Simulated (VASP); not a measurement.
# In2GeO3 (P-3m1) in VASP: a series of runs

The runs below take In2GeO3 through relaxation of cell and atoms, single point, with PBE.

Program: VASP 6.6.1. These are calculated values, not measurements. Logs are shortened: lines on timing, memory, paths and dates and some standing lists are left out, and cuts for length are marked.

## 1. The cell of the first run

It takes space group P-3m1 (No. 164, trigonal). The conventional cell has a = 3.994 Å, b = 3.994 Å, c = 7.149 Å, α = 90.00°, β = 90.00°, γ = 120.00°. In (site symmetry 3m) has 7 O at 2.32 to 2.66 Å within 3.1 Å. Within 4.2 Å of Ge (site symmetry -3m) lie 6 In at 3.22 Å and 8 O at 3.44 to 3.57 Å and 6 Ge at 3.99 Å. Within 3.1 Å of O (site symmetry 3m) lie 4 In at 2.32 to 2.35 Å and 6 O at 2.53 to 3.09 Å. Within 3.3 Å of O (site symmetry -3m) lie 6 O at 2.53 Å and 6 In at 2.66 Å.

The cell was built from a structure type or drawn by symmetry, and may not be a known phase.

## 2. Relaxation of cell and atoms, PBE

Input file INCAR:

```
SYSTEM = In2GeO3
PREC = Accurate
ENCUT = 600
EDIFF = 1E-6
ISMEAR = 0
SIGMA = 0.1
LREAL = .FALSE.
LASPH = .TRUE.
NELM = 100
ALGO = Normal
ISIF = 3
LWAVE = .FALSE.
LCHARG = .FALSE.
GGA = PE
IBRION = 2
NSW = 90
EDIFFG = -0.04
```

Input file KPOINTS:

```
Automatic mesh
0
G
  6 6 4
  0 0 0
```

Input file POSCAR:

```
In2GeO3
1.0
    3.9942966500      0.0000000000      0.0000000000
   -1.9971483300      3.4591623700      0.0000000000
    0.0000000000      0.0000000000      7.1492564100
In Ge O
2 1 3
Direct
    0.6666666700      0.3333333300      0.6847193800
    0.3333333300      0.6666666700      0.3152806200
    0.0000000000      0.0000000000      0.0000000000
    0.6666666700      0.3333333300      0.3561005300
    0.3333333300      0.6666666700      0.6438994700
    0.0000000000      0.0000000000      0.5000000000
```

Potentials or basis: VASP PAW PBE potentials, release 64 (In_d, Ge_d, O).

Command:

```console
$ cat potpaw_PBE.64/In_d/POTCAR potpaw_PBE.64/Ge_d/POTCAR potpaw_PBE.64/O/POTCAR > POTCAR
$ mpirun -np 1 vasp_std > vasp.out
```

OUTCAR:

```text
SYSTEM = In2GeO3
   PREC = Accurate
   ENCUT = 600
   EDIFF = 1E-6
   ISMEAR = 0
   LREAL = .FALSE.
   LASPH = .TRUE.
   NELM = 100
   ISIF = 3
   GGA = PE
   IBRION = 2
   NSW = 90
   EDIFFG = -0.04

 ion  position               nearest neighbor table
   1  0.667  0.333  0.685-   5 2.32   5 2.32   5 2.32   4 2.35   6 2.66   6 2.66   6 2.66   3 3.22
                             3 3.22   3 3.22   2 3.51   2 3.51   2 3.51
   2  0.333  0.667  0.315-   4 2.32   4 2.32   4 2.32   5 2.35   6 2.66   6 2.66   6 2.66   3 3.22
                             3 3.22   3 3.22   1 3.51   1 3.51   1 3.51
   3  0.000  0.000  0.000-   1 3.22   2 3.22   1 3.22   2 3.22   1 3.22   2 3.22
   4  0.667  0.333  0.356-   2 2.32   2 2.32   2 2.32   1 2.35
   5  0.333  0.667  0.644-   1 2.32   1 2.32   1 2.32   2 2.35
   6  0.000  0.000  0.500-   1 2.66   2 2.66   1 2.66   2 2.66   1 2.66   2 2.66

  LATTYP: Found a hexagonal cell.
 ALAT       =     3.9942966500
 C/A-ratio  =     1.7898661608

  Lattice vectors:

 A1 = (   3.9942966500,   0.0000000000,   0.0000000000)
 A2 = (  -1.9971483300,   3.4591623700,   0.0000000000)
 A3 = (   0.0000000000,   0.0000000000,   7.1492564100)

Analysis of symmetry for initial positions (statically):
=====================================================================
 Subroutine PRICEL returns:
 Original cell was already a primitive cell.

 Routine SETGRP: Setting up the symmetry group for a
 hexagonal supercell.

 Subroutine GETGRP returns: Found 12 space group operations
 (whereof 12 operations were pure point group operations)
 out of a pool of 24 trial point group operations.

The static configuration has the point symmetry D_3d.

Analysis of symmetry for dynamics (positions and initial velocities):
=====================================================================
 Subroutine PRICEL returns:
 Original cell was already a primitive cell.

 Routine SETGRP: Setting up the symmetry group for a
 hexagonal supercell.

 Subroutine GETGRP returns: Found 12 space group operations
 (whereof 12 operations were pure point group operations)
 out of a pool of 24 trial point group operations.

The dynamic configuration has the point symmetry D_3d.

 Subroutine INISYM returns: Found 12 space group operations
 (whereof 12 operations are pure point group operations),
 and found     1 'primitive' translations

----------------------------------------------------------------------------------------

                                     Primitive cell

  volume of cell :      98.7807

  direct lattice vectors                    reciprocal lattice vectors
     3.994296650  0.000000000  0.000000000     0.250356968  0.144543663  0.000000000
    -1.997148330  3.459162370  0.000000000     0.000000000  0.289087326  0.000000000
     0.000000000  0.000000000  7.149256410     0.000000000  0.000000000  0.139874687

  length of vectors
     3.994296650  3.994296653  7.149256410     0.289087326  0.289087326  0.139874687

  position of ions in fractional coordinates (direct lattice)
     0.666666670  0.333333330  0.684719380
     0.333333330  0.666666670  0.315280620
     0.000000000  0.000000000  0.000000000
     0.666666670  0.333333330  0.356100530
     0.333333330  0.666666670  0.643899470
     0.000000000  0.000000000  0.500000000

  ion indices of the primitive-cell ions
   primitive index   ion index
                 1           1
                 2           2
                 3           3
                 4           4
                 5           5
                 6           6

----------------------------------------------------------------------------------------

 KPOINTS: Automatic mesh

Automatic generation of k-mesh.
 Grid dimensions read from file:
 generate k-points for:    6    6    4

 Generating k-lattice:

  Cartesian coordinates                     Fractional coordinates (reciprocal lattice)
     0.041726161  0.024090611  0.000000000     0.166666667  0.000000000  0.000000000
     0.000000000  0.048181221  0.000000000     0.000000000  0.166666667  0.000000000
     0.000000000  0.000000000  0.034968672     0.000000000  0.000000000  0.250000000

  Length of vectors
     0.048181221  0.048181221  0.034968672

  Shift w.r.t. Gamma in fractional coordinates (k-lattice)
     0.000000000  0.000000000  0.000000000

 Subroutine IBZKPT returns following result:
 ===========================================

 Found     24 irreducible k-points:

 Following reciprocal coordinates:
            Coordinates               Weight
  0.000000  0.000000  0.000000      1.000000
  0.166667  0.000000  0.000000      6.000000
  0.333333  0.000000  0.000000      6.000000
  0.500000  0.000000  0.000000      3.000000
  0.166667  0.166667  0.000000      6.000000
  0.333333  0.166667  0.000000     12.000000
[... 16 lines left out ...]
  0.333333  0.166667  0.500000     12.000000
  0.333333  0.333333  0.500000      2.000000
   k-points           NKPTS =     24   k-points in BZ     NKDIM =     24   number of bands    NBANDS=     34
   number of dos      NEDOS =    301   number of ions     NIONS =      6
   total plane-waves  NPLWV =  61440
   dimension x,y,z NGX =    32 NGY =   32 NGZ =   60
   dimension x,y,z NGXF=    64 NGYF=   64 NGZF=  120
   ions per type =               2   1   3
   NGX,Y,Z   is equivalent  to a cutoff of  13.32, 13.32, 13.95 a.u.
   NGXF,Y,Z  is equivalent  to a cutoff of  26.64, 26.64, 27.90 a.u.
 SYSTEM =  In2GeO3
   PREC   = accura    normal or accurate (medium, high low for compatibility)
   ISTART =      0    job   : 0-new  1-cont  2-samecut
   ICHARG =      2    charge: 1-file 2-atom 10-const
   ISPIN  =      1    spin polarized calculation?
   LNONCOLLINEAR =      F non collinear calculations
   LSORBIT =      F    spin-orbit coupling
   LASPH  =      T    aspherical Exc in radial PAW
   ENCUT  =  600.0 eV  44.10 Ry    6.64 a.u.   7.98  7.98 14.28*2*pi/ulx,y,z
   NELM   =    100;   NELMIN=  2; NELMDL= -5     # of ELM steps
   EDIFF  = 0.1E-05   stopping-criterion for ELM
   LREAL  =      F    real-space projection
   EDIFFG = -.4E-01   stopping-criterion for IOM
   NSW    =     90    number of steps for IOM
   IBRION =      2    ionic relax: 0-MD 1-quasi-New 2-CG
   NFREE  =      1    steps in history (QN), initial steepest desc. (CG)
   ISIF   =      3    stress and relaxation
   ISYM   =      2    0-nonsym 1-usesym 2-fastsym
   POTIM  = 0.5000    time-step for ionic-motion
   TEBEG  =    0.0;   TEEND  =   0.0 temperature during run
   PSTRESS=    0.0 pullay stress
   NELECT =      58.0000    total number of electrons
   NUPDOWN=      -1.0000    fix difference up-down
   EMIN   =  10.00;   EMAX   =-10.00  energy-range for DOS
   EFERMI =   0.00;   METHOD = LEGACY
   ISMEAR =     0;   SIGMA  =   0.10  broadening in eV -4-tet -1-fermi 0-gaus
   EFERMI_NEDOS =   21; number of points for ismear=-14 and -15
   IALGO  =     38    algorithm
   IMIX   =      4    mixing-type and parameters
     AMIX     =   0.40;   BMIX     =  1.00
     AMIX_MAG =   1.60;   BMIX_MAG =  1.00
  volume/ion in A,a.u.               =      16.46       111.10
  Fermi-wavevector in a.u.,A,eV,Ry     =   1.370861  2.590552 25.568886  1.879260
  Thomas-Fermi vector in A             =   2.496610
   LORBIT       =      0    0 simple, 1 ext, 2 COOP (PROOUT), +10 PAW based schemes
   GGA     = PE    functional components
   LHFCALC =     F    Hartree Fock is set to
   AEXX    =    0.0000 exact exchange contribution
   IVDW    =     0    specifies the selected vdW correction
   LEPSILON=     F    determine dielectric tensor
   LRPA    =     F    only Hartree local field effects (RPA)
 conjugate gradient relaxation of ions
 non-spin polarized calculation
 Gauss-broadening in eV      SIGMA  =   0.10
  energy-cutoff  :      600.00
  volume of cell :       98.78
 maximum number of plane-waves:      3342
   NGX = 15   NGY = 15   NGZ = 29

--------------------------------------- Ionic step        1  -------------------------------------------

 number of electron      58.0000007 magnetization

 Free energy of the ion-electron system (eV)
  ---------------------------------------------------
  ext. energy  EPLUGINS =         0.00000000
  ---------------------------------------------------
  free energy    TOTEN  =       -26.10846463 eV

  energy without entropy =      -26.08443199  energy(sigma->0) =      -26.09644831

------------------------ aborting loop because EDIFF is reached ----------------------------------------

  FORCE on cell =-STRESS in cart. coord.  units (eV):
  Direction    XX          YY          ZZ          XY          YZ          ZX
  --------------------------------------------------------------------------------------
  -------------------------------------------------------------------------------------
  Total       -5.6619552     -5.6619552     -4.2147182      0.0000000     -0.0000000      0.0000000
  in kB      -91.8342906    -91.8342906    -68.3607762      0.0000001     -0.0000000      0.0000000
  external PRESSURE =     -84.0097858 kB  Pullay stress =       0.0000000 kB
[... 101 lines left out ...]
  FREE ENERGIE OF THE ION-ELECTRON SYSTEM (eV)
  ---------------------------------------------------
  free  energy   TOTEN  =       -26.6553258876 eV

  energy  without entropy=      -26.6400447199  energy(sigma->0) =      -26.64768530

[... ionic steps 4 to 21 ...]

--------------------------------------- Ionic step       22  -------------------------------------------

 number of electron      58.0000023 magnetization

------------------------ aborting loop because EDIFF is reached ----------------------------------------

  FORCE on cell =-STRESS in cart. coord.  units (eV):
  Direction    XX          YY          ZZ          XY          YZ          ZX
  --------------------------------------------------------------------------------------
  -------------------------------------------------------------------------------------
  Total       -0.3219502     -0.3219502     -0.3726692      0.0000000     -0.0000000      0.0000000
  in kB       -5.5897418     -5.5897418     -6.4703327      0.0000000     -0.0000000      0.0000000
  external PRESSURE =      -5.8832721 kB  Pullay stress =       0.0000000 kB
[... 65 lines left out ...]
  energy  without entropy=      -30.0348077550  energy(sigma->0) =      -30.03911510

--------------------------------------- Ionic step       24  -------------------------------------------

 number of electron      58.0000027 magnetization

 Free energy of the ion-electron system (eV)
  ---------------------------------------------------
  ext. energy  EPLUGINS =         0.00000000
  ---------------------------------------------------
  free energy    TOTEN  =       -30.04388036 eV

  energy without entropy =      -30.03526612  energy(sigma->0) =      -30.03957324

 E-fermi :   7.4371     XC(G=0): -10.7195

 val. band max:        7.0923718600   @ k =   0.0000   0.0000   0.2500
 cond. band min:       7.4687171497   @ k =   0.1667   0.1667   0.5000
 fundamental gap:      0.3763452897
 Fermi energy:         7.4370572898

 k-point     1 :       0.0000    0.0000    0.0000
  band No.  band energies     occupation
      1     -18.2856      2.00000
      2     -18.2259      2.00000
      3     -18.2259      2.00000
      4     -18.1243      2.00000
      5     -18.1243      2.00000
      6     -13.1764      2.00000
[... 910 lines left out ...]
  FREE ENERGIE OF THE ION-ELECTRON SYSTEM (eV)
  ---------------------------------------------------
  free  energy   TOTEN  =       -30.0438803569 eV

  energy  without entropy=      -30.0352661235  energy(sigma->0) =      -30.03957324

 reached required accuracy - stopping structural energy minimisation
```

Wall time 43 min (1 thread of Intel Xeon 8259CL, shared host); peak memory 0.32 GiB.

What came out:

- Free energy: -30.0439 eV
- Relaxed volume: 15.31 Å³/atom
- Relaxed cell: a = 3.331 Å, b = 3.331 Å, c = 9.560 Å, α = 90.00°, β = 90.00°, γ = 120.00°
- Space group after relaxing (to 0.1 Å): P-3m1 (No. 164)
- Energy gained by relaxing: 655.9 meV/atom
- Ionic steps: 24
- Pressure after relaxing: -0.1 GPa
- Largest force after relaxing: 0.016 eV/Å
- Band gap on the k mesh: zero (bands 29 and 30 overlap by 1.32 eV)

Forces on the atoms (eV/Å):
```
In   0.000  0.000  0.011
In   0.000  0.000 -0.011
Ge   0.000  0.000  0.000
O    0.000  0.000  0.016
O    0.000  0.000 -0.016
O    0.000  0.000  0.000
```

The path:
```tsv
step	energy change (eV)	largest force (eV/Å)	pressure (GPa)	volume (Å³)
1	0.0000	1.6821	-8.40	98.78
2	-0.5460	1.7421	4.56	86.94
3	-0.5469	1.7147	4.01	87.27
4	-0.9605	1.5075	3.82	87.34
5	-1.5384	1.4938	3.30	87.52
6	-1.9156	1.5123	-1.37	91.13
7	-2.3277	1.7416	-11.08	101.22
8	-2.3560	1.7553	-8.64	98.24
9	-2.6870	1.7130	-8.35	97.39
10	-3.2235	1.4883	-7.81	94.05
11	-3.5045	1.3267	-3.89	90.41
12	-3.6704	0.8168	4.00	85.33
13	-3.7567	0.5662	3.43	86.17
14	-3.7971	0.6665	2.88	87.31
15	-3.8368	0.4701	-0.23	89.49
16	-3.8411	0.4094	-1.40	90.45
17	-3.8682	0.3836	-1.06	90.35
18	-3.9091	0.3121	0.31	90.06
19	-3.9106	0.3185	0.67	89.99
20	-3.9284	0.1387	0.54	90.77
21	-3.9339	0.0333	0.42	91.48
22	-3.9345	0.0570	-0.59	92.28
23	-3.9350	0.0353	-0.23	91.95
24	-3.9354	0.0163	-0.05	91.87
```

Final structure:
```
CELL_PARAMETERS angstrom
3.33104 0.00000 0.00000
-1.66552 2.88477 0.00000
0.00000 0.00000 9.56017
ATOMIC_POSITIONS crystal
In 0.66667 0.33333 0.65403
In 0.33333 0.66667 0.34597
Ge 0.00000 0.00000 0.00000
O 0.66667 0.33333 0.25111
O 0.33333 0.66667 0.74889
O 0.00000 0.00000 0.50000
```

Levels at points of the mesh, in eV from the Fermi level:
```tsv
k point	band 26	band 27	band 28	band 29	band 30	band 31	band 32	band 33
(0.00, 0.00, 0.00)	-3.87	-3.70	-3.70	-1.43	-1.18	1.78	2.37	4.89
(0.50, 0.00, 0.00)	-4.57	-4.24	-3.75	-2.19	0.77	0.82	2.52	2.82
(0.00, 0.00, 0.50)	-3.70	-3.70	-3.51	-2.95	0.50	0.58	2.92	4.88
(0.50, 0.00, 0.50)	-4.69	-3.74	-3.66	-2.48	0.06	1.60	2.69	2.81
```

Caveat: a cell axis changed by over 15 % at a fixed basis, so the end point is rough; spin-orbit coupling is left out, which moves the levels of the heavy elements.

(Continued in part 2 of 2.)
